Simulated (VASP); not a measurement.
# CO2 (P4_2/mnm) in VASP: single point with PBE

Aim: the single point of CO2 with PBE.

All numbers are computed with VASP 6.6.1; they aren't measurements. Logs are shortened: lines on timing, memory, paths and dates and some standing lists are left out, and cuts for length are marked.

## 1. The cell of the first run

Symmetry: P4_2/mnm, No. 136, tetragonal system. The conventional cell has a = 4.227 Å, b = 4.227 Å, c = 4.688 Å, α = 90.00°, β = 90.00°, γ = 90.00°. Within 1.6 Å of C (site symmetry mmm) lie 2 O at 1.17 Å. O (site symmetry m2m) has 1 C at 1.17 Å within 1.6 Å.

## 2. Single point, PBE

INCAR

```
SYSTEM = CO2
PREC = Accurate
ENCUT = 520
EDIFF = 1E-6
ISMEAR = 0
SIGMA = 0.05
LREAL = .False.
LASPH = .True.
NELM = 80
ALGO = Normal
ISIF = 2
LWAVE = .False.
LCHARG = .False.
GGA = PE
NBANDS = 25
```

KPOINTS

```
regular mesh
0
Gamma
  8 8 8
  0 0 0
```

POSCAR

```
CO2
1.0
    4.2272127900      0.0000000000      0.0000000000
    0.0000000000      4.2272127900      0.0000000000
    0.0000000000      0.0000000000      4.6877715900
C O
2 4
Direct
    0.5000000000      0.5000000000      0.5000000000
    0.0000000000      0.0000000000      0.0000000000
    0.3048268600      0.6951731400      0.5000000000
    0.6951731400      0.3048268600      0.5000000000
    0.1951731400      0.1951731400      0.0000000000
    0.8048268600      0.8048268600      0.0000000000
```

Potentials or basis: VASP PAW PBE potentials, release 64 (C, O).

Launch:

```sh
$ cat potpaw_PBE.64/C/POTCAR potpaw_PBE.64/O/POTCAR > POTCAR
$ mpirun -np 1 vasp_std > vasp.out
```

OUTCAR:

```text
SYSTEM = CO2
   PREC = Accurate
   ENCUT = 520
   EDIFF = 1E-6
   ISMEAR = 0
   LREAL = .False.
   LASPH = .True.
   NELM = 80
   ISIF = 2
   GGA = PE

 ion  position               nearest neighbor table
   1  0.500  0.500  0.500-   3 1.17   4 1.17
   2  0.000  0.000  0.000-   5 1.17   6 1.17
   3  0.305  0.695  0.500-   1 1.17
   4  0.695  0.305  0.500-   1 1.17
   5  0.195  0.195  0.000-   2 1.17
   6  0.805  0.805  0.000-   2 1.17

  LATTYP: Found a simple tetragonal cell.
 ALAT       =     4.2272127900
 C/A-ratio  =     1.1089509383

  Lattice vectors:

 A1 = (   4.2272127900,   0.0000000000,   0.0000000000)
 A2 = (   0.0000000000,   4.2272127900,   0.0000000000)
 A3 = (   0.0000000000,   0.0000000000,   4.6877715900)

Analysis of symmetry for initial positions (statically):
=====================================================================
 Subroutine PRICEL returns:
 Original cell was already a primitive cell.

 Routine SETGRP: Setting up the symmetry group for a
 simple tetragonal supercell.

 Subroutine GETGRP returns: Found 16 space group operations
 (whereof  8 operations were pure point group operations)
 out of a pool of 16 trial point group operations.

The static configuration has the point symmetry D_2h.
 The point group associated with its full space group is D_4h.

Analysis of symmetry for dynamics (positions and initial velocities):
=====================================================================
 Subroutine PRICEL returns:
 Original cell was already a primitive cell.

 Routine SETGRP: Setting up the symmetry group for a
 simple tetragonal supercell.

 Subroutine GETGRP returns: Found 16 space group operations
 (whereof  8 operations were pure point group operations)
 out of a pool of 16 trial point group operations.

The dynamic configuration has the point symmetry D_2h.
 The point group associated with its full space group is D_4h.

 Subroutine INISYM returns: Found 16 space group operations
 (whereof  8 operations are pure point group operations),
 and found     1 'primitive' translations

----------------------------------------------------------------------------------------

                                     Primitive cell

  volume of cell :      83.7673

  direct lattice vectors                    reciprocal lattice vectors
     4.227212790  0.000000000  0.000000000     0.236562494  0.000000000  0.000000000
     0.000000000  4.227212790  0.000000000     0.000000000  0.236562494  0.000000000
     0.000000000  0.000000000  4.687771590     0.000000000  0.000000000  0.213320974

  length of vectors
     4.227212790  4.227212790  4.687771590     0.236562494  0.236562494  0.213320974

  position of ions in fractional coordinates (direct lattice)
     0.500000000  0.500000000  0.500000000
     0.000000000  0.000000000  0.000000000
     0.304826860  0.695173140  0.500000000
     0.695173140  0.304826860  0.500000000
     0.195173140  0.195173140  0.000000000
     0.804826860  0.804826860  0.000000000

  ion indices of the primitive-cell ions
   primitive index   ion index
                 1           1
                 2           2
                 3           3
                 4           4
                 5           5
                 6           6

----------------------------------------------------------------------------------------

 KPOINTS: regular mesh

Automatic generation of k-mesh.
 Grid dimensions read from file:
 generate k-points for:    8    8    8

 Generating k-lattice:

  Cartesian coordinates                     Fractional coordinates (reciprocal lattice)
     0.029570312  0.000000000  0.000000000     0.125000000  0.000000000  0.000000000
     0.000000000  0.029570312  0.000000000     0.000000000  0.125000000  0.000000000
     0.000000000  0.000000000  0.026665122     0.000000000  0.000000000  0.125000000

  Length of vectors
     0.029570312  0.029570312  0.026665122

  Shift w.r.t. Gamma in fractional coordinates (k-lattice)
     0.000000000  0.000000000  0.000000000

 Subroutine IBZKPT returns following result:
 ===========================================

 Found     75 irreducible k-points:

 Following reciprocal coordinates:
            Coordinates               Weight
  0.000000  0.000000  0.000000      1.000000
  0.125000  0.000000  0.000000      4.000000
  0.250000  0.000000  0.000000      4.000000
  0.375000  0.000000  0.000000      4.000000
  0.500000  0.000000  0.000000      2.000000
  0.125000  0.125000  0.000000      4.000000
[... 16 lines left out ...]
  0.375000  0.125000  0.125000     16.000000
  0.500000  0.125000  0.125000      8.000000
 [... further k-points ...]
   k-points           NKPTS =     75   k-points in BZ     NKDIM =     75   number of bands    NBANDS=     25
   number of dos      NEDOS =    301   number of ions     NIONS =      6
   total plane-waves  NPLWV =  36864
   dimension x,y,z NGX =    32 NGY =   32 NGZ =   36
   dimension x,y,z NGXF=    64 NGYF=   64 NGZF=   72
   ions per type =               2   4
   NGX,Y,Z   is equivalent  to a cutoff of  12.58, 12.58, 12.77 a.u.
   NGXF,Y,Z  is equivalent  to a cutoff of  25.17, 25.17, 25.53 a.u.
 SYSTEM =  CO2
   PREC   = accura    normal or accurate (medium, high low for compatibility)
   ISTART =      0    job   : 0-new  1-cont  2-samecut
   ICHARG =      2    charge: 1-file 2-atom 10-const
   ISPIN  =      1    spin polarized calculation?
   LNONCOLLINEAR =      F non collinear calculations
   LSORBIT =      F    spin-orbit coupling
   LASPH  =      T    aspherical Exc in radial PAW
   ENCUT  =  520.0 eV  38.22 Ry    6.18 a.u.   7.86  7.86  8.72*2*pi/ulx,y,z
   NELM   =     80;   NELMIN=  2; NELMDL= -5     # of ELM steps
   EDIFF  = 0.1E-05   stopping-criterion for ELM
   LREAL  =      F    real-space projection
   EDIFFG = 0.1E-04   stopping-criterion for IOM
   NSW    =      0    number of steps for IOM
   IBRION =     -1    ionic relax: 0-MD 1-quasi-New 2-CG
   NFREE  =      0    steps in history (QN), initial steepest desc. (CG)
   ISIF   =      2    stress and relaxation
   ISYM   =      2    0-nonsym 1-usesym 2-fastsym
   POTIM  = 0.5000    time-step for ionic-motion
   TEBEG  =    0.0;   TEEND  =   0.0 temperature during run
   PSTRESS=    0.0 pullay stress
   NELECT =      32.0000    total number of electrons
   NUPDOWN=      -1.0000    fix difference up-down
   EMIN   =  10.00;   EMAX   =-10.00  energy-range for DOS
   EFERMI =   0.00;   METHOD = LEGACY
   ISMEAR =     0;   SIGMA  =   0.05  broadening in eV -4-tet -1-fermi 0-gaus
   EFERMI_NEDOS =   21; number of points for ismear=-14 and -15
   IALGO  =     38    algorithm
   IMIX   =      4    mixing-type and parameters
     AMIX     =   0.40;   BMIX     =  1.00
     AMIX_MAG =   1.60;   BMIX_MAG =  1.00
  volume/ion in A,a.u.               =      13.96        94.21
  Fermi-wavevector in a.u.,A,eV,Ry     =   1.187864  2.244737 19.198094  1.411020
  Thomas-Fermi vector in A             =   2.324006
   LORBIT       =      0    0 simple, 1 ext, 2 COOP (PROOUT), +10 PAW based schemes
   GGA     = PE    functional components
   LHFCALC =     F    Hartree Fock is set to
   AEXX    =    0.0000 exact exchange contribution
   IVDW    =     0    specifies the selected vdW correction
   LEPSILON=     F    determine dielectric tensor
   LRPA    =     F    only Hartree local field effects (RPA)
 non-spin polarized calculation
 Gauss-broadening in eV      SIGMA  =   0.05
  energy-cutoff  :      520.00
  volume of cell :       83.77
 maximum number of plane-waves:      2288
 NGX is ok and might be reduce to    32
   NGX = 15   NGY = 15   NGZ = 17

 number of electron      32.0000023 magnetization

 Free energy of the ion-electron system (eV)
  ---------------------------------------------------
  ext. energy  EPLUGINS =         0.00000000
  ---------------------------------------------------
  free energy    TOTEN  =       -45.97030217 eV

  energy without entropy =      -45.97030217  energy(sigma->0) =      -45.97030217

 E-fermi :  -2.8181     XC(G=0):  -8.1147

 val. band max:       -3.1212169016   @ k =   0.5000   0.5000   0.5000
 cond. band min:       3.4472494907   @ k =   0.0000   0.0000   0.0000
 fundamental gap:      6.5684663923
 Fermi energy:        -2.8181449596

 k-point     1 :       0.0000    0.0000    0.0000
  band No.  band energies     occupation
      1     -23.9839      2.00000
      2     -23.6870      2.00000
      3     -22.7586      2.00000
      4     -22.7586      2.00000
      5      -8.7081      2.00000
      6      -8.3485      2.00000
[... 17 lines left out ...]
     24      12.4309      0.00000
     25      12.4729      0.00000

 k-point     2 :       0.1250    0.0000    0.0000
  band No.  band energies     occupation
      1     -23.9682      2.00000
      2     -23.6924      2.00000
      3     -22.7642      2.00000
      4     -22.7625      2.00000
      5      -8.6802      2.00000
      6      -8.3726      2.00000
[... 17 lines left out ...]
     24      12.3470      0.00000
     25      12.4450      0.00000

 k-point     3 :       0.2500    0.0000    0.0000
  band No.  band energies     occupation
      1     -23.9252      2.00000
      2     -23.7109      2.00000
      3     -22.7778      2.00000
      4     -22.7732      2.00000
      5      -8.6062      2.00000
      6      -8.4209      2.00000
[... 17 lines left out ...]
     24      12.1222      0.00000
     25      12.1484      0.00000

 k-point     4 :       0.3750    0.0000    0.0000
  band No.  band energies     occupation
      1     -23.8646      2.00000
      2     -23.7469      2.00000
      3     -22.7898      2.00000
      4     -22.7854      2.00000
      5      -8.5219      2.00000
      6      -8.4565      2.00000
[... 17 lines left out ...]
     24      11.6038      0.00000
     25      11.8621      0.00000

 k-point     5 :       0.5000    0.0000    0.0000
  band No.  band energies     occupation
      1     -23.8007      2.00000
      2     -23.8007      2.00000
      3     -22.7927      2.00000
      4     -22.7927      2.00000
      5      -8.4762      2.00000
      6      -8.4762      2.00000
[... 17 lines left out ...]
     24      10.5674      0.00000
     25      11.8344      0.00000

 k-point     6 :       0.1250    0.1250    0.0000
  band No.  band energies     occupation
      1     -23.9533      2.00000
      2     -23.6970      2.00000
      3     -22.7698      2.00000
      4     -22.7674      2.00000
      5      -8.6573      2.00000
      6      -8.3942      2.00000
[... 17 lines left out ...]
     24      12.2493      0.00000
     25      12.2816      0.00000
[... 393 lines left out ...]
 k-point    21 :       0.1250    0.1250    0.1250
  band No.  band energies     occupation
      1     -23.9432      2.00000
      2     -23.7065      2.00000
      3     -22.7695      2.00000
      4     -22.7676      2.00000
      5      -8.6773      2.00000
      6      -8.4182      2.00000
[... 17 lines left out ...]
     24      12.2840      0.00000
     25      12.3005      0.00000

 k-point    22 :       0.2500    0.1250    0.1250
  band No.  band energies     occupation
      1     -23.9040      2.00000
      2     -23.7199      2.00000
      3     -22.7832      2.00000
      4     -22.7793      2.00000
      5      -8.6147      2.00000
      6      -8.4457      2.00000
[... 17 lines left out ...]
     24      11.6875      0.00000
     25      12.0101      0.00000

 k-point    23 :       0.3750    0.1250    0.1250
  band No.  band energies     occupation
      1     -23.8495      2.00000
      2     -23.7482      2.00000
      3     -22.7959      2.00000
      4     -22.7922      2.00000
      5      -8.5405      2.00000
      6      -8.4605      2.00000
[... 17 lines left out ...]
     24      11.3742      0.00000
     25      11.5986      0.00000

 k-point    24 :       0.5000    0.1250    0.1250
  band No.  band energies     occupation
      1     -23.7934      2.00000
      2     -23.7934      2.00000
      3     -22.7994      2.00000
      4     -22.7994      2.00000
      5      -8.4851      2.00000
      6      -8.4851      2.00000
[... 17 lines left out ...]
     24      10.5442      0.00000
     25      11.5083      0.00000

 [... further k-points ...]
[... 5 lines left out ...]
  --------------------------------------------------------------------------------------
  -------------------------------------------------------------------------------------
  Total        2.7467112      2.7467112      0.8990651      0.0000000      0.0000000      0.0000000
  in kB       52.5350214     52.5350214     17.1959846      0.0000000      0.0000000      0.0000000
  external PRESSURE =      40.7553425 kB  Pullay stress =       0.0000000 kB

 VOLUME and BASIS-vectors are now :
 -----------------------------------------------------------------------------
  energy-cutoff  :      520.00
  volume of cell :       83.77
      direct lattice vectors                 reciprocal lattice vectors
     4.227212790  0.000000000  0.000000000     0.236562494  0.000000000  0.000000000
     0.000000000  4.227212790  0.000000000     0.000000000  0.236562494  0.000000000
     0.000000000  0.000000000  4.687771590     0.000000000  0.000000000  0.213320974

 POSITION                                       TOTAL-FORCE (eV/Angst)
 -----------------------------------------------------------------------------------
      2.11361      2.11361      2.34389         0.000000      0.000000     -0.000000
      0.00000      0.00000      0.00000         0.000000      0.000000     -0.000000
      1.28857      2.93864      2.34389        -0.551989      0.551989     -0.000000
      2.93864      1.28857      2.34389         0.551989     -0.551989     -0.000000
      0.82504      0.82504      0.00000         0.551989      0.551989     -0.000000
      3.40217      3.40217      0.00000        -0.551989     -0.551989      0.000000
 -----------------------------------------------------------------------------------
    total drift:                                0.000000      0.000000     -0.000000

  FREE ENERGIE OF THE ION-ELECTRON SYSTEM (eV)
  ---------------------------------------------------
  free  energy   TOTEN  =       -45.9703021665 eV

  energy  without entropy=      -45.9703021665  energy(sigma->0) =      -45.97030217
```

Wall time 75 s (1 thread of Intel Xeon Platinum 8259CL at 2.50GHz (Skylake/Cascade Lake), shared host); peak memory 0.25 GiB.

What came out:

```yaml
Free_energy: -45.9703 eV
Pressure: 4.1 GPa
Largest_force: 0.781 eV/Å
Band_gap_on_the_k_mesh: 6.57 eV (least direct gap 7.04 eV)
```

Forces on the atoms (eV/Å):
```
C    0.000  0.000  0.000
C    0.000  0.000  0.000
O   -0.552  0.552  0.000
O    0.552 -0.552  0.000
O    0.552  0.552  0.000
O   -0.552 -0.552  0.000
```

Caveat: the cell stands under pressure; this functional lacks dispersion, which holds the molecules together, so the pressure and a relaxed volume are unreliable. A k mesh can miss the band edges.
